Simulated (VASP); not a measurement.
# Be (P6_3/mmc) in VASP: a series of runs, part 2 of 2

VASP 6.6.1. The steps go on from the part before.

## 4. Single point, PBE (strain +0.025 along x and y, -0.025 along z)

Input file INCAR:

```
ALGO     = Normal         # electronic algorithm
EDIFF    = 1E-6           # SCF threshold, eV
ENCUT    = 520            # plane-wave cutoff, eV
GGA      = PE             # functional
ISIF     = 2              # what is computed and relaxed
ISMEAR   = 0              # smearing method
LASPH    = T              # aspherical terms in the spheres
LCHARG   = F              # write CHGCAR
LREAL    = F              # projectors in reciprocal space
LWAVE    = F              # write WAVECAR
NBANDS   = 9              # bands
NELM     = 60             # most SCF steps
PREC     = Accurate       # precision mode
SIGMA    = 0.15           # smearing width, eV
```

Input file KPOINTS:

```
k-points
0
Gamma
  24 24 14
```

Input file POSCAR:

```
Be
1.0
    2.3569895345      0.0000000000      0.0000000000
   -1.1784947673      2.0412128133      0.0000000000
    0.0000000000      0.0000000000      3.5108775000
Be
2
Direct
    0.3333333333      0.6666666667      0.2500000000
    0.6666666667      0.3333333333      0.7500000000
```

Potentials or basis: VASP PAW PBE potentials, release 64 (Be).

Launch:

```
$ cat potpaw_PBE.64/Be/POTCAR > POTCAR
$ mpirun -np 1 vasp_std > vasp.out
```

OUTCAR:

```text
EDIFF = 1E-6
   ENCUT = 520
   GGA = PE
   ISIF = 2
   ISMEAR = 0
   LASPH = T
   LREAL = F
   NELM = 60
   PREC = Accurate

 ion  position               nearest neighbor table
   1  0.333  0.667  0.250-   2 2.22   2 2.22   2 2.22   2 2.22   2 2.22   2 2.22
   2  0.667  0.333  0.750-   1 2.22   1 2.22   1 2.22   1 2.22   1 2.22   1 2.22

  LATTYP: Found a hexagonal cell.
 ALAT       =     2.3569895345
 C/A-ratio  =     1.4895600717

  Lattice vectors:

 A1 = (   2.3569895345,   0.0000000000,   0.0000000000)
 A2 = (  -1.1784947673,   2.0412128133,   0.0000000000)
 A3 = (   0.0000000000,   0.0000000000,   3.5108775000)

Analysis of symmetry for initial positions (statically):
=====================================================================
 Subroutine PRICEL returns:
 Original cell was already a primitive cell.

 Routine SETGRP: Setting up the symmetry group for a
 hexagonal supercell.

 Subroutine GETGRP returns: Found 24 space group operations
 (whereof 12 operations were pure point group operations)
 out of a pool of 24 trial point group operations.

The static configuration has the point symmetry D_3d.
 The point group associated with its full space group is D_6h.

Analysis of symmetry for dynamics (positions and initial velocities):
=====================================================================
 Subroutine PRICEL returns:
 Original cell was already a primitive cell.

 Routine SETGRP: Setting up the symmetry group for a
 hexagonal supercell.

 Subroutine GETGRP returns: Found 24 space group operations
 (whereof 12 operations were pure point group operations)
 out of a pool of 24 trial point group operations.

The dynamic configuration has the point symmetry D_3d.
 The point group associated with its full space group is D_6h.

 Subroutine INISYM returns: Found 24 space group operations
 (whereof 12 operations are pure point group operations),
 and found     1 'primitive' translations

----------------------------------------------------------------------------------------

                                     Primitive cell

  volume of cell :      16.8912

  direct lattice vectors                    reciprocal lattice vectors
     2.356989534  0.000000000  0.000000000     0.424270021  0.244952411  0.000000000
    -1.178494767  2.041212813  0.000000000     0.000000000  0.489904822  0.000000000
     0.000000000  0.000000000  3.510877500     0.000000000  0.000000000  0.284829078

  length of vectors
     2.356989534  2.356989534  3.510877500     0.489904822  0.489904822  0.284829078

  position of ions in fractional coordinates (direct lattice)
     0.333333333  0.666666667  0.250000000
     0.666666667  0.333333333  0.750000000

  ion indices of the primitive-cell ions
   primitive index   ion index
                 1           1
                 2           2

----------------------------------------------------------------------------------------

 KPOINTS: k-points

Automatic generation of k-mesh.
 Grid dimensions read from file:
 generate k-points for:   24   24   14

 Generating k-lattice:

  Cartesian coordinates                     Fractional coordinates (reciprocal lattice)
     0.017677918  0.010206350  0.000000000     0.041666667  0.000000000  0.000000000
     0.000000000  0.020412701  0.000000000     0.000000000  0.041666667  0.000000000
     0.000000000  0.000000000  0.020344934     0.000000000  0.000000000  0.071428571

  Length of vectors
     0.020412701  0.020412701  0.020344934

  Shift w.r.t. Gamma in fractional coordinates (k-lattice)
     0.000000000  0.000000000  0.000000000

 Subroutine IBZKPT returns following result:
 ===========================================

 Found    488 irreducible k-points:

 Following reciprocal coordinates:
            Coordinates               Weight
  0.000000  0.000000  0.000000      1.000000
  0.041667  0.000000  0.000000      6.000000
  0.083333  0.000000  0.000000      6.000000
  0.125000  0.000000  0.000000      6.000000
  0.166667  0.000000  0.000000      6.000000
  0.208333  0.000000  0.000000      6.000000
[... 16 lines left out ...]
  0.416667  0.041667  0.000000     12.000000
  0.458333  0.041667  0.000000     12.000000
 [... further k-points ...]
   k-points           NKPTS =    488   k-points in BZ     NKDIM =    488   number of bands    NBANDS=      9
   number of dos      NEDOS =    301   number of ions     NIONS =      2
   total plane-waves  NPLWV =   9072
   dimension x,y,z NGX =    18 NGY =   18 NGZ =   28
   dimension x,y,z NGXF=    36 NGYF=   36 NGZF=   56
   ions per type =               2
   NGX,Y,Z   is equivalent  to a cutoff of  12.70, 12.70, 13.26 a.u.
   NGXF,Y,Z  is equivalent  to a cutoff of  25.39, 25.39, 26.52 a.u.
 SYSTEM =  unknown system
   PREC   = accura    normal or accurate (medium, high low for compatibility)
   ISTART =      0    job   : 0-new  1-cont  2-samecut
   ICHARG =      2    charge: 1-file 2-atom 10-const
   ISPIN  =      1    spin polarized calculation?
   LNONCOLLINEAR =      F non collinear calculations
   LSORBIT =      F    spin-orbit coupling
   LASPH  =      T    aspherical Exc in radial PAW
   ENCUT  =  520.0 eV  38.22 Ry    6.18 a.u.   4.38  4.38  6.53*2*pi/ulx,y,z
   NELM   =     60;   NELMIN=  2; NELMDL= -5     # of ELM steps
   EDIFF  = 0.1E-05   stopping-criterion for ELM
   LREAL  =      F    real-space projection
   EDIFFG = 0.1E-04   stopping-criterion for IOM
   NSW    =      0    number of steps for IOM
   IBRION =     -1    ionic relax: 0-MD 1-quasi-New 2-CG
   NFREE  =      0    steps in history (QN), initial steepest desc. (CG)
   ISIF   =      2    stress and relaxation
   ISYM   =      2    0-nonsym 1-usesym 2-fastsym
   POTIM  = 0.5000    time-step for ionic-motion
   TEBEG  =    0.0;   TEEND  =   0.0 temperature during run
   PSTRESS=    0.0 pullay stress
   NELECT =       4.0000    total number of electrons
   NUPDOWN=      -1.0000    fix difference up-down
   EMIN   =  10.00;   EMAX   =-10.00  energy-range for DOS
   EFERMI =   0.00;   METHOD = LEGACY
   ISMEAR =     0;   SIGMA  =   0.15  broadening in eV -4-tet -1-fermi 0-gaus
   EFERMI_NEDOS =   21; number of points for ismear=-14 and -15
   IALGO  =     38    algorithm
   IMIX   =      4    mixing-type and parameters
     AMIX     =   0.40;   BMIX     =  1.00
     AMIX_MAG =   1.60;   BMIX_MAG =  1.00
  volume/ion in A,a.u.               =       8.45        56.99
  Fermi-wavevector in a.u.,A,eV,Ry     =   1.012840  1.913991 13.957474  1.025845
  Thomas-Fermi vector in A             =   2.145974
   LORBIT       =      0    0 simple, 1 ext, 2 COOP (PROOUT), +10 PAW based schemes
   GGA     = PE    functional components
   LHFCALC =     F    Hartree Fock is set to
   AEXX    =    0.0000 exact exchange contribution
   IVDW    =     0    specifies the selected vdW correction
   LEPSILON=     F    determine dielectric tensor
   LRPA    =     F    only Hartree local field effects (RPA)
 non-spin polarized calculation
 Gauss-broadening in eV      SIGMA  =   0.15
  energy-cutoff  :      520.00
  volume of cell :       16.89
 maximum number of plane-waves:       482
 NGX is ok and might be reduce to    18
   NGX =  9   NGY =  9   NGZ = 13

 number of electron       4.0000000 magnetization

 Free energy of the ion-electron system (eV)
  ---------------------------------------------------
  ext. energy  EPLUGINS =         0.00000000
  ---------------------------------------------------
  free energy    TOTEN  =        -7.48256831 eV

  energy without entropy =       -7.48092021  energy(sigma->0) =       -7.48174426

 E-fermi :   6.3698     XC(G=0): -10.3877

 val. band max:        6.3322815467   @ k =   0.2917   0.2917   0.2143
 cond. band min:       6.3783983745   @ k =   0.2917   0.2083   0.0000
 fundamental gap:      0.0461168278
 Fermi energy:         6.3698386201

 k-point     1 :       0.0000    0.0000    0.0000
  band No.  band energies     occupation
      1      -4.4915      2.00000
      2       2.8067      2.00000
      3       8.3385      0.00000
      4      20.6196      0.00000
      5      20.6196      0.00000
      6      23.6281      0.00000
      7      23.6281      0.00000
      8      27.2240      0.00000
      9      31.6617      0.00000
[... 265 lines left out ...]
 k-point    24 :       0.4583    0.0417    0.0000
  band No.  band energies     occupation
      1       1.4278      2.00000
      2       3.4003      2.00000
      3       9.9887      0.00000
      4      13.2071      0.00000
      5      13.4083      0.00000
      6      13.9687      0.00000
      7      17.0814      0.00000
      8      22.5977      0.00000
      9      24.5625      0.00000

 [... further k-points ...]
[... 5 lines left out ...]
  --------------------------------------------------------------------------------------
  -------------------------------------------------------------------------------------
  Total       -1.1568413     -1.1568413      0.3396379      0.0000000     -0.0000000      0.0000000
  in kB     -109.7293344   -109.7293344     32.2155178      0.0000000     -0.0000000      0.0000000
  external PRESSURE =     -62.4143837 kB  Pullay stress =       0.0000000 kB

 VOLUME and BASIS-vectors are now :
 -----------------------------------------------------------------------------
  energy-cutoff  :      520.00
  volume of cell :       16.89
      direct lattice vectors                 reciprocal lattice vectors
     2.356989534  0.000000000  0.000000000     0.424270021  0.244952411  0.000000000
    -1.178494767  2.041212813  0.000000000     0.000000000  0.489904822  0.000000000
     0.000000000  0.000000000  3.510877500     0.000000000  0.000000000  0.284829078

 POSITION                                       TOTAL-FORCE (eV/Angst)
 -----------------------------------------------------------------------------------
     -0.00000      1.36081      0.87772         0.000000      0.000000      0.000000
      1.17849      0.68040      2.63316        -0.000000     -0.000000      0.000000
 -----------------------------------------------------------------------------------
    total drift:                                0.000000     -0.000000      0.000000

  FREE ENERGIE OF THE ION-ELECTRON SYSTEM (eV)
  ---------------------------------------------------
  free  energy   TOTEN  =        -7.4825683076 eV

  energy  without entropy=       -7.4809202124  energy(sigma->0) =       -7.48174426
```

Wall time 19 s (1 thread of Intel Xeon 6975P-C (Granite Rapids), shared host); peak memory 0.17 GiB.

Results:

* Free energy: -7.4826 eV
* Pressure: -6.2 GPa
* Band gap on the k mesh: zero (band 2 reaches 7.39 eV, above the bottom of band 3 at 5.17 eV)

Levels at points of the mesh, in eV from the Fermi level:
| k point | band 1 | band 2 | band 3 | band 4 | band 5 |
| --- | --- | --- | --- | --- | --- |
| (0.00, 0.00, 0.00) | -10.86 | -3.56 | 1.97 | 14.25 | 14.25 |
| (0.50, 0.00, 0.00) | -4.82 | -3.18 | 3.72 | 6.63 | 7.13 |
| (0.00, 0.00, 0.50) | -8.59 | -8.59 | 11.91 | 11.91 | 16.04 |
| (0.50, 0.00, 0.50) | -3.38 | -3.38 | 1.35 | 1.35 | 10.97 |

Caveat: the cell differs from its parent crystal (strain +0.025 along x and y, -0.025 along z).

## 5. Single point, PBE (strain +0.000 along x and y, +0.050 along z)

Input file INCAR:

```
PREC = Accurate ; ENCUT = 520
EDIFF = 1E-7 ; ISMEAR = 0
SIGMA = 0.15 ; LREAL = F
LASPH = T ; NELM = 100
ALGO = Fast ; ISIF = 2
LWAVE = F ; LCHARG = T
GGA = PE ; LELF = T
LVHAR = T ; NBANDS = 9
```

Input file KPOINTS:

```
Automatic mesh
0
Gamma
  24 24 14
```

Input file POSCAR:

```
Be
1.0
    2.2995019849      0.0000000000      0.0000000000
   -1.1497509925      1.9914271350      0.0000000000
    0.0000000000      0.0000000000      3.7809450000
Be
2
Direct
    0.3333333333      0.6666666667      0.2500000000
    0.6666666667      0.3333333333      0.7500000000
```

Potentials or basis: VASP PAW PBE potentials, release 64 (Be).

Launch:

```
$ cat potpaw_PBE.64/Be/POTCAR > POTCAR
$ mpirun -np 1 vasp_std > vasp.out
```

OUTCAR:

```text
PREC = Accurate
   ENCUT = 520
   EDIFF = 1E-7
   ISMEAR = 0
   LREAL = F
   LASPH = T
   NELM = 100
   ISIF = 2
   GGA = PE

 ion  position               nearest neighbor table
   1  0.333  0.667  0.250-   2 2.31   2 2.31   2 2.31   2 2.31   2 2.31   2 2.31
   2  0.667  0.333  0.750-   1 2.31   1 2.31   1 2.31   1 2.31   1 2.31   1 2.31

  LATTYP: Found a hexagonal cell.
 ALAT       =     2.2995019849
 C/A-ratio  =     1.6442451561

  Lattice vectors:

 A1 = (   2.2995019849,   0.0000000000,   0.0000000000)
 A2 = (  -1.1497509925,   1.9914271350,   0.0000000000)
 A3 = (   0.0000000000,   0.0000000000,   3.7809450000)

Analysis of symmetry for initial positions (statically):
=====================================================================
 Subroutine PRICEL returns:
 Original cell was already a primitive cell.

 Routine SETGRP: Setting up the symmetry group for a
 hexagonal supercell.

 Subroutine GETGRP returns: Found 24 space group operations
 (whereof 12 operations were pure point group operations)
 out of a pool of 24 trial point group operations.

The static configuration has the point symmetry D_3d.
 The point group associated with its full space group is D_6h.

Analysis of symmetry for dynamics (positions and initial velocities):
=====================================================================
 Subroutine PRICEL returns:
 Original cell was already a primitive cell.

 Routine SETGRP: Setting up the symmetry group for a
 hexagonal supercell.

 Subroutine GETGRP returns: Found 24 space group operations
 (whereof 12 operations were pure point group operations)
 out of a pool of 24 trial point group operations.

The dynamic configuration has the point symmetry D_3d.
 The point group associated with its full space group is D_6h.

 Subroutine INISYM returns: Found 24 space group operations
 (whereof 12 operations are pure point group operations),
 and found     1 'primitive' translations

[... 115 lines left out ...]
  volume/ion in A,a.u.               =       8.66        58.42
  Fermi-wavevector in a.u.,A,eV,Ry     =   1.004528  1.898282 13.729315  1.009076
  Thomas-Fermi vector in A             =   2.137149
   LORBIT       =      0    0 simple, 1 ext, 2 COOP (PROOUT), +10 PAW based schemes
   GGA     = PE    functional components
   LHFCALC =     F    Hartree Fock is set to
   AEXX    =    0.0000 exact exchange contribution
   IVDW    =     0    specifies the selected vdW correction
   LEPSILON=     F    determine dielectric tensor
   LRPA    =     F    only Hartree local field effects (RPA)
 non-spin polarized calculation
 RMM-DIIS sequential band-by-band and
 Gauss-broadening in eV      SIGMA  =   0.15
  energy-cutoff  :      520.00
  volume of cell :       17.31
 maximum number of plane-waves:       488
 NGX is ok and might be reduce to    18
   NGX =  9   NGY =  9   NGZ = 15

 number of electron       4.0000000 magnetization

 Free energy of the ion-electron system (eV)
  ---------------------------------------------------
  ext. energy  EPLUGINS =         0.00000000
  ---------------------------------------------------
  free energy    TOTEN  =        -7.46243872 eV

  energy without entropy =       -7.45936218  energy(sigma->0) =       -7.46090045

 E-fermi :   6.4339     XC(G=0): -10.3125

 val. band max:        6.4194159346   @ k =   0.0000   0.0000   0.0000
 cond. band min:       6.4353897513   @ k =   0.3333   0.2917   0.0714
 fundamental gap:      0.0159738166
 Fermi energy:         6.4338755483

 k-point     1 :       0.0000    0.0000    0.0000
  band No.  band energies     occupation
      1      -4.5520      2.00000
      2       1.8232      2.00000
      3       6.4194      1.10844
      4      22.0104      0.00000
      5      22.0104      0.00000
      6      24.4461      0.00000
      7      24.4461      0.00000
      8      24.7640      0.00000
      9      32.2763      0.00000
[... 265 lines left out ...]
 k-point    24 :       0.4583    0.0417    0.0000
  band No.  band energies     occupation
      1       1.6376      2.00000
      2       3.6394      2.00000
      3       9.5510      0.00000
      4      11.9724      0.00000
      5      12.5897      0.00000
      6      14.4602      0.00000
      7      16.5226      0.00000
      8      21.9514      0.00000
      9      25.3188      0.00000

 [... further k-points ...]
[... 5 lines left out ...]
  --------------------------------------------------------------------------------------
  -------------------------------------------------------------------------------------
  Total       -0.5578033     -0.5578033     -1.9979314      0.0000000      0.0000000      0.0000000
  in kB      -51.6170363    -51.6170363   -184.8811322      0.0000000      0.0000000      0.0000000
  external PRESSURE =     -96.0384016 kB  Pullay stress =       0.0000000 kB

 VOLUME and BASIS-vectors are now :
 -----------------------------------------------------------------------------
  energy-cutoff  :      520.00
  volume of cell :       17.31
      direct lattice vectors                 reciprocal lattice vectors
     2.299501985  0.000000000  0.000000000     0.434876772  0.251076221  0.000000000
    -1.149750993  1.991427135  0.000000000     0.000000000  0.502152443  0.000000000
     0.000000000  0.000000000  3.780945000     0.000000000  0.000000000  0.264484144

 POSITION                                       TOTAL-FORCE (eV/Angst)
 -----------------------------------------------------------------------------------
     -0.00000      1.32762      0.94524        -0.000000      0.000000      0.000000
      1.14975      0.66381      2.83571         0.000000      0.000000      0.000000
 -----------------------------------------------------------------------------------
    total drift:                                0.000000     -0.000000      0.000000

  FREE ENERGIE OF THE ION-ELECTRON SYSTEM (eV)
  ---------------------------------------------------
  free  energy   TOTEN  =        -7.4624387151 eV

  energy  without entropy=       -7.4593621791  energy(sigma->0) =       -7.46090045
```

OSZICAR:

```text
N       E                     dE             d eps       ncg     rms          rms(c)
DAV:   1    -0.288856822528E+01   -0.28886E+01   -0.17667E+03  8832   0.364E+02
DAV:   2    -0.744802131664E+01   -0.45595E+01   -0.43749E+01 13347   0.516E+01
DAV:   3    -0.751054885135E+01   -0.62528E-01   -0.61912E-01  9914   0.391E+00
DAV:   4    -0.751066910764E+01   -0.12026E-03   -0.12025E-03 10842   0.175E-01
DAV:   5    -0.751066917146E+01   -0.63815E-07   -0.63642E-07  9677   0.406E-03    0.110E+00
RMM:   6    -0.747690934054E+01    0.33760E-01   -0.30405E-03  8971   0.559E-01    0.673E-01
RMM:   7    -0.746244467174E+01    0.14465E-01   -0.41097E-03  9216   0.564E-01    0.224E-02
RMM:   8    -0.746243783269E+01    0.68391E-05   -0.23949E-04  9975   0.152E-01    0.887E-03
RMM:   9    -0.746244228940E+01   -0.44567E-05   -0.10815E-05 10278   0.198E-02    0.264E-03
RMM:  10    -0.746243927347E+01    0.30159E-05   -0.67658E-07 10277   0.497E-03    0.131E-03
RMM:  11    -0.746243860930E+01    0.66417E-06   -0.27988E-08  8916   0.143E-03    0.614E-04
RMM:  12    -0.746243872568E+01   -0.11638E-06   -0.53272E-09  8174   0.788E-04    0.169E-04
RMM:  13    -0.746243871508E+01    0.10604E-07   -0.96982E-11  5172   0.213E-04
   1 F= -.74624387E+01 E0= -.74609004E+01  d E =-.307654E-02
```

stdout:

```text
POSCAR found type information on POSCAR Be
 POSCAR found :  1 types and       2 ions
 scaLAPACK will be used
 LDA part: xc-table for (Slater+PW92), standard interpolation
 POSCAR, INCAR and KPOINTS ok, starting setup
 FFT: planning ... GRIDC
 FFT: planning ... GRID_SOFT
 FFT: planning ... GRID
 WAVECAR not read
 entering main loop
```

Run time: 27 s. Hardware: 1 thread of Intel Xeon 6975P-C (Granite Rapids), shared host; peak memory 0.17 GiB.

Results:

```yaml
Free_energy: -7.4624 eV
Pressure: -9.6 GPa
Band_gap_on_the_k_mesh: zero (band 2 reaches 7.20 eV, above the bottom of band 3 at 5.50 eV)
```

Caveat: the cell differs from its parent crystal (strain +0.000 along x and y, +0.050 along z).

## 6. Summary

```csv
cell,gap on the mesh (eV),pressure (GPa)
"a = 2.357, b = 2.357, c = 3.421 Å, angles 90.0, 90.0, 120.0°, 2 atoms",none,-2.9
"a = 2.300, b = 2.300, c = 3.691 Å, angles 90.0, 90.0, 120.0°, 2 atoms",none,-7.3
"a = 2.357, b = 2.357, c = 3.511 Å, angles 90.0, 90.0, 120.0°, 2 atoms",none,-6.2
"a = 2.300, b = 2.300, c = 3.781 Å, angles 90.0, 90.0, 120.0°, 2 atoms",none,-9.6
```

Alike in all rows: task single point; level PBE; potentials or basis VASP PAW PBE potentials, release 64 (Be); no spin polarisation; k mesh 24 × 24 × 14; cutoff (eV) 520; smearing gaussian 0.15 eV.

Absolute energies hang on the potentials; compare differences alone.
